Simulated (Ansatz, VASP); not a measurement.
# Pt in VASP and in Ansatz

File INCAR:

```
PREC     = Accurate       # precision mode
ENCUT    = 520            # plane-wave cutoff, eV
EDIFF    = 1E-7           # SCF threshold, eV
ISMEAR   = 0              # smearing method
SIGMA    = 0.05           # smearing width, eV
LREAL    = False          # projectors in reciprocal space
LASPH    = True           # aspherical terms in the spheres
NELM     = 60             # most SCF steps
ALGO     = Normal         # electronic algorithm
ISIF     = 2              # what is computed and relaxed
LWAVE    = False          # write WAVECAR
LCHARG   = False          # write CHGCAR
GGA      = PE             # functional
NBANDS   = 17             # bands
```

Contents of KPOINTS:

```
Automatic mesh
0
Gamma
  18 18 8
```

Contents of POSCAR:

```
Pt
1.0
    2.7606656200      0.0000000000      0.0000000000
   -1.3803328100      2.3908065500      0.0000000000
    0.0000000000      0.0000000000      4.7921340000
Pt
2
Direct
    0.6666666700      0.3333333300      0.7500000000
    0.3333333300      0.6666666700      0.2500000000
```

Input for Ansatz:

```yaml
crystal:
  lattice:
    - [2.76066562, 0.0, 0.0]
    - [-1.38033281, 2.39080655, 0.0]
    - [0.0, 0.0, 4.792134]
  atoms:
    - { symbol: Pt, position: [0.66666667, 0.33333333, 0.75] }
    - { symbol: Pt, position: [0.33333333, 0.66666667, 0.25] }
basis:
  ecutwfc: 420
kpoints:
  mp_grid: { grid: [18, 18, 8] }
hamiltonian:
  xc: pbe
scf:
  occupations: { method: gaussian, width: 0.05 }
output:
  forces: true
  eigenvalues: true
  eigenstates:
    nscf_kmesh: { grid: [36, 36, 16] }
    top_band: c6
    de_dk: true
    localisation: false
  stress: true
checkpoint:
  write: ck
  compress: false
  write_wavefunctions: false
  write_every: 100000
```

Alike in both runs: task single point; functional PBE; k mesh 18 × 18 × 8; occupations gaussian, width 0.05 eV; no spin polarisation.

|  | VASP | Ansatz |
| --- | --- | --- |
| version | VASP 6.6.1 | Ansatz 0.2.0 |
| potentials or method | VASP PAW PBE potentials, release 64 (Pt), cutoff 520 eV | scalar-relativistic, plane waves, PAW |
| valence electrons in the cell | 20 | 36 |

```tsv
	VASP	Ansatz	Ansatz less VASP
pressure (GPa)	-1.3	-0.9	+0.46
traceless stress, the component that is largest in VASP (GPa)	-0.19	-0.07	+0.112
```

With one functional, cell and mesh, what is left measures potentials, basis and numerics. VASP's potentials hold 20 valence electrons a cell and Ansatz's 36, so a difference there can come from the potentials and not from the codes.

Neither program's run includes spin-orbit coupling.
